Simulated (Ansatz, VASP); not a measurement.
# One calculation of Au, two programs

```xyz
7
Lattice="2.8903 0.0000 0.0000 -1.4451 2.5031 0.0000 0.0000 0.0000 29.5941" Properties=species:S:1:pos:R:3 pbc="T T T"
Au    0.0000    1.6687    7.4940
Au    1.4451    0.8344    9.9582
Au    0.0000    1.6687   12.3821
Au    1.4451    0.8344   14.7971
Au    0.0000    1.6687   17.2121
Au    1.4451    0.8344   19.6360
Au    0.0000    1.6687   22.1002
```

Alike in both runs: functional r2SCAN; k mesh 12 × 12 × 1; occupations gaussian, width 0.1 eV; no spin polarisation.

Ansatz relaxed the structure, and its values are those at the end. VASP's run is a single point on that final structure, the one shown.

```csv
,VASP,Ansatz
version,VASP 6.6.1,Ansatz 0.2.0
potentials or method,"VASP PAW PBE potentials, release 64 (Au), cutoff 520 eV","scalar-relativistic, plane waves, PAW"
valence electrons in the cell,77,133
```

```csv
,VASP,Ansatz,Ansatz less VASP
gap on the k mesh at the Fermi level (eV),none,none,-
rms of the force components (eV/Å),0.004,0.001,-0.0028
```

VASP's potentials were made for PBE, not for r2SCAN. A gap of «none» marks a metal or a gap that the smearing closes. VASP's potentials hold 77 valence electrons a cell and Ansatz's 133, so a difference there can come from the potentials and not from the codes. Ansatz's warnings: xc potential rough in thin density.

Neither program's run includes spin-orbit coupling.
